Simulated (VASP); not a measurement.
# Nb (Pm-3m) in VASP: notebook

The runs below take Nb through single point, with r2SCAN.

All numbers are computed with VASP 6.6.1; they aren't measurements. Logs are shortened: lines on timing, memory, paths and dates and some standing lists are left out, and cuts for length are marked.

## (1) The cell of the first run

It takes space group Pm-3m (No. 221, cubic). Conventional cell: a = 2.595 Å, b = 2.595 Å, c = 2.595 Å, α = 90.00°, β = 90.00°, γ = 90.00°. Nb (site symmetry m-3m) has 6 Nb at 2.60 Å within 3.4 Å.

## (2) Single point, r2SCAN, collinear spin, ferromagnetic start (volume scaled by 0.88)

POSCAR

```
Nb
1.0
    2.5954901296      0.0000000000      0.0000000000
    0.0000000000      2.5954901296      0.0000000000
    0.0000000000      0.0000000000      2.5954901296
Nb
1
Direct
    0.0000000000      0.0000000000      0.0000000000
```

INCAR.step1

```
SYSTEM = Nb
PREC = Accurate
ENCUT = 520
ISMEAR = -1
SIGMA = 0.05
LREAL = .FALSE.
LASPH = .TRUE.
NELM = 150
ISPIN = 2
MAGMOM = 1
LMAXMIX = 4
NBANDS = 16
GGA = PE
ALGO = Normal
EDIFF = 1E-4
LWAVE = .TRUE.
LCHARG = .FALSE.
```

INCAR.step2

```
SYSTEM = Nb
PREC = Accurate
ENCUT = 520
EDIFF = 1E-6
ISMEAR = -1
SIGMA = 0.05
LREAL = .FALSE.
LASPH = .TRUE.
NELM = 150
ALGO = Normal
ISIF = 2
LWAVE = .FALSE.
LCHARG = .FALSE.
ISPIN = 2
MAGMOM = 1
LORBIT = 11
LMAXMIX = 4
METAGGA = R2SCAN
LMIXTAU = .TRUE.
NBANDS = 16
ISTART = 1
```

KPOINTS

```
regular mesh
0
G
  13 13 13
  0 0 0
```

Potentials or basis: VASP PAW PBE potentials, release 64 (Nb_sv).

The run is started by

```bash
$ cat potpaw_PBE.64/Nb_sv/POTCAR > POTCAR
$ cp INCAR.step1 INCAR
$ mpirun -np 1 vasp_std > vasp.out
$ cp INCAR.step2 INCAR
$ mpirun -np 1 vasp_std > vasp.out
```

OUTCAR:

```text
SYSTEM = Nb
   PREC = Accurate
   ENCUT = 520
   EDIFF = 1E-6
   ISMEAR = -1
   LREAL = .FALSE.
   LASPH = .TRUE.
   NELM = 150
   ISIF = 2
   ISPIN = 2
   LORBIT = 11
   METAGGA = R2SCAN
   ISTART = 1

 ion  position               nearest neighbor table
   1  0.000  0.000  0.000-

  LATTYP: Found a simple cubic cell.
 ALAT       =     2.5954901296

  Lattice vectors:

 A1 = (   2.5954901296,   0.0000000000,   0.0000000000)
 A2 = (   0.0000000000,   2.5954901296,   0.0000000000)
 A3 = (   0.0000000000,   0.0000000000,   2.5954901296)

Analysis of symmetry for initial positions (statically):
=====================================================================
 Subroutine PRICEL returns:
 Original cell was already a primitive cell.

 Routine SETGRP: Setting up the symmetry group for a
 simple cubic supercell.

 Subroutine GETGRP returns: Found 48 space group operations
 (whereof 48 operations were pure point group operations)
 out of a pool of 48 trial point group operations.

The static configuration has the point symmetry O_h .

Analysis of symmetry for dynamics (positions and initial velocities):
=====================================================================
 Subroutine PRICEL returns:
 Original cell was already a primitive cell.

 Routine SETGRP: Setting up the symmetry group for a
 simple cubic supercell.

 Subroutine GETGRP returns: Found 48 space group operations
 (whereof 48 operations were pure point group operations)
 out of a pool of 48 trial point group operations.

The dynamic configuration has the point symmetry O_h .

Analysis of structural, dynamic, and magnetic symmetry:
=====================================================================
 Subroutine PRICEL returns:
 Original cell was already a primitive cell.

 Routine SETGRP: Setting up the symmetry group for a
 simple cubic supercell.

 Subroutine GETGRP returns: Found 48 space group operations
 (whereof 48 operations were pure point group operations)
 out of a pool of 48 trial point group operations.

The overall configuration has the point symmetry O_h .

 Subroutine INISYM returns: Found 48 space group operations
 (whereof 48 operations are pure point group operations),
 and found     1 'primitive' translations

----------------------------------------------------------------------------------------

                                     Primitive cell

  volume of cell :      17.4847

[... 96 lines left out ...]
   PSTRESS=    0.0 pullay stress
   NELECT =      13.0000    total number of electrons
   NUPDOWN=      -1.0000    fix difference up-down
   EMIN   =  10.00;   EMAX   =-10.00  energy-range for DOS
   EFERMI =   0.00;   METHOD = LEGACY
   ISMEAR =    -1;   SIGMA  =   0.05  broadening in eV -4-tet -1-fermi 0-gaus
   EFERMI_NEDOS =   21; number of points for ismear=-14 and -15
   IALGO  =     38    algorithm
   IMIX   =      4    mixing-type and parameters
     AMIX     =   0.40;   BMIX     =  1.00
     AMIX_MAG =   1.60;   BMIX_MAG =  1.00
  volume/ion in A,a.u.               =      17.48       117.99
  Fermi-wavevector in a.u.,A,eV,Ry     =   1.483098  2.802649 29.927105  2.199580
  Thomas-Fermi vector in A             =   2.596802
   LORBIT       =     11    0 simple, 1 ext, 2 COOP (PROOUT), +10 PAW based schemes
   METAGGA = R2SCAN    functional components
   LHFCALC =     F    Hartree Fock is set to
   AEXX    =    0.0000 exact exchange contribution
   IVDW    =     0    specifies the selected vdW correction
   LEPSILON=     F    determine dielectric tensor
   LRPA    =     F    only Hartree local field effects (RPA)
 spin polarized calculation
  energy-cutoff  :      520.00
  volume of cell :       17.48
 maximum number of plane-waves:       480
 NGX is ok and might be reduce to    20
   NGX =  9   NGY =  9   NGZ =  9

 number of electron      13.0000001 magnetization      -0.0000003

 number of electron      13.0000001 magnetization       0.0000050

 Free energy of the ion-electron system (eV)
  ---------------------------------------------------
  ext. energy  EPLUGINS =         0.00000000
  ---------------------------------------------------
  free energy    TOTEN  =       -23.70019678 eV

  energy without entropy =      -23.69452653  energy(sigma->0) =      -23.69736166

 E-fermi :  11.7518     XC(G=0): -13.6418

 val. band max:       11.7393437542   @ k =   0.4615   0.3077   0.2308
 cond. band min:      11.7521821762   @ k =   0.3846   0.3077   0.2308
 fundamental gap:      0.0128384220
 Fermi energy:        11.7517628726

 spin component 1

 k-point     1 :       0.0000    0.0000    0.0000
  band No.  band energies     occupation
      1     -44.7585      1.00000
      2     -18.9068      1.00000
      3     -18.9068      1.00000
      4     -18.9068      1.00000
      5       5.5415      1.00000
      6       8.1034      1.00000
[... 435 lines left out ...]
      5       8.0352      1.00000
      6       9.8359      1.00000
[... 8 lines left out ...]
     15      35.6179      0.00000
     16      38.7923      0.00000

 [... further k-points ...]

 spin component 2

 k-point     1 :       0.0000    0.0000    0.0000
  band No.  band energies     occupation
      1     -44.7584      1.00000
      2     -18.9068      1.00000
      3     -18.9068      1.00000
      4     -18.9068      1.00000
      5       5.5415      1.00000
      6       8.1034      1.00000
[... 435 lines left out ...]
      5       8.0352      1.00000
      6       9.8359      1.00000
[... 8 lines left out ...]
     15      35.6179      0.00000
     16      38.7923      0.00000

 [... further k-points ...]
[... 5 lines left out ...]
  --------------------------------------------------------------------------------------
  -------------------------------------------------------------------------------------
  Total        2.3935330      2.3935330      2.3935330      0.0000000     -0.0000000      0.0000000
  in kB      219.3268761    219.3268761    219.3268761      0.0000000     -0.0000000      0.0000000
  external PRESSURE =     219.3268761 kB  Pullay stress =       0.0000000 kB

 VOLUME and BASIS-vectors are now :
 -----------------------------------------------------------------------------
  energy-cutoff  :      520.00
  volume of cell :       17.48
      direct lattice vectors                 reciprocal lattice vectors
     2.595490130  0.000000000  0.000000000     0.385283684  0.000000000  0.000000000
     0.000000000  2.595490130  0.000000000     0.000000000  0.385283684  0.000000000
     0.000000000  0.000000000  2.595490130     0.000000000  0.000000000  0.385283684

 POSITION                                       TOTAL-FORCE (eV/Angst)
 -----------------------------------------------------------------------------------
      0.00000      0.00000      0.00000         0.000000      0.000000      0.000000
 -----------------------------------------------------------------------------------
    total drift:                               -0.000000      0.000000      0.000000

  FREE ENERGIE OF THE ION-ELECTRON SYSTEM (eV)
  ---------------------------------------------------
  free  energy   TOTEN  =       -23.7001967806 eV

  energy  without entropy=      -23.6945265298  energy(sigma->0) =      -23.69736166

 total charge

# of ion       s       p       d       tot
------------------------------------------
    1        2.247   5.976   2.796  11.019

 magnetization (x)

# of ion       s       p       d       tot
------------------------------------------
    1       -0.000  -0.000   0.000  -0.000
```

OSZICAR.step1:

```text
N       E                     dE             d eps       ncg     rms          rms(c)
DAV:   1     0.122051361947E+03    0.12205E+03   -0.72279E+03  5408   0.855E+02
DAV:   2    -0.516610160518E+01   -0.12722E+03   -0.11921E+03  6096   0.306E+02
DAV:   3    -0.898867511570E+01   -0.38226E+01   -0.37246E+01  7936   0.506E+01
DAV:   4    -0.912452636171E+01   -0.13585E+00   -0.13562E+00  6544   0.812E+00
DAV:   5    -0.912927652650E+01   -0.47502E-02   -0.47476E-02  8040   0.131E+00    0.873E+00
DAV:   6    -0.906247075612E+01    0.66806E-01   -0.25519E-01  8520   0.576E+00    0.336E+00
DAV:   7    -0.906017871740E+01    0.22920E-02   -0.82935E-02  8312   0.291E+00    0.164E+00
DAV:   8    -0.907073857768E+01   -0.10560E-01   -0.12662E-02  6952   0.990E-01    0.922E-01
DAV:   9    -0.907357010000E+01   -0.28315E-02   -0.28744E-03  7336   0.502E-01    0.405E-01
DAV:  10    -0.907462720646E+01   -0.10571E-02   -0.16154E-03  6816   0.385E-01    0.802E-02
DAV:  11    -0.907463558652E+01   -0.83801E-05   -0.76875E-05  5288   0.802E-02
   1 F= -.90746356E+01 E0= -.90712099E+01  d E =-.685134E-02  mag=    -0.0006
```

It took 96 s on 1 thread of Intel Xeon Platinum 8488C (Sapphire Rapids), shared host; peak memory 0.15 GiB.

Results:

* Free energy: -23.7002 eV
* Pressure: 21.9 GPa
* Net moment: 0.00 μB per cell
* Valence electrons inside the program's atomic spheres: Nb 11.02

Caveat: the PAW data sets were made with another functional, which shifts forces and pressure a little.

[end of part 1 of 2]
